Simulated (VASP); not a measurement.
The system is TiWSe3.

```
Ti W Se
1.0
     4.93319    0.00000    0.00000
     0.00000    4.93319    0.00000
     0.00000    0.00000    4.93319
Ti W Se
1 1 3
Cartesian
  0.0000 0.0000 0.0000
  2.4666 2.4666 2.4666
  2.4666 2.4666 0.0000
  0.0000 2.4666 2.4666
  2.4666 0.0000 2.4666
```

The cell was built from a structure type or drawn by symmetry, and may not be a known phase.

Base run:

```yaml
Program: VASP 6.6.1
Functional: PBE
Potentials_or_basis: VASP PAW PBE potentials, release 64 (Ti_sv, W_sv, Se)
Cutoff: 520 eV
k_mesh: 8 × 8 × 8
Occupations: gaussian, width 0.1 eV
Spin: collinear spin
Starting_moments: "[2.37, 0.91, 0.0, 0.0, 0.0] μB"
```

Its results: pressure 0.2 GPa; net moment 2.96 μB per cell; site moments Ti +1.84; W +0.65; Se -0.07 μB.

**Question.** The run is repeated on the same cell with these changes: k mesh from 8 × 8 × 8 to 4 × 4 × 4; moments at the start from [2.37, 0.91, 0.0, 0.0, 0.0] to [1.0, 0.0, 0.0, 0.0, 0.0]. What comes out?

**Answer.** Pressure 0.5 GPa; net moment -0.22 μB per cell; site moments Ti +0.17; W -0.21; Se -0.01 μB.
